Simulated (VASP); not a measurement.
A run of VASP 6.6.1:

File INCAR:

```
SYSTEM = Eu2O3
ALGO = Normal
EDIFF = 1E-7
ENCUT = 520
GGA = PS
ISIF = 2
ISMEAR = -1
ISPIN = 2
LASPH = .True.
LCHARG = .False.
LMAXMIX = 6
LORBIT = 11
LREAL = .False.
LWAVE = .False.
MAGMOM = 7 7 0 0 0
NBANDS = 38
NELM = 150
PREC = Accurate
SIGMA = 0.05
```

The input KPOINTS:

```
k-points
0
Gamma
  8 8 5
  0 0 0
```

The input POSCAR:

```
Eu2O3
1.0
    3.7308447049      0.0000000000      0.0000000000
   -1.8654223524      3.2310062921      0.0000000000
    0.0000000000      0.0000000000      5.8077663329
Eu O
2 3
Direct
    0.3333333333      0.6666666667      0.2438209447
    0.6666666667      0.3333333333      0.7561790553
    0.3333333333      0.6666666667      0.6480986211
    0.6666666667      0.3333333333      0.3519013789
    0.0000000000      0.0000000000      0.0000000000
```

Potentials or basis: VASP PAW PBE potentials, release 64 (Eu, O).

Run with:

```console
$ cat potpaw_PBE.64/Eu/POTCAR potpaw_PBE.64/O/POTCAR > POTCAR
$ mpirun -np 1 vasp_std > vasp.out
```

Hardware: 1 thread of Intel(R) Xeon(R) Platinum 8559C (Emerald Rapids), on a shared host.

**Question.** Estimate the wall time of this run.

**Answer.** Run time: 8.5 min on 1 thread of Intel(R) Xeon(R) Platinum 8559C (Emerald Rapids) (shared host), peak memory 0.35 GiB. Counts: scf iterations 45, k points 40.
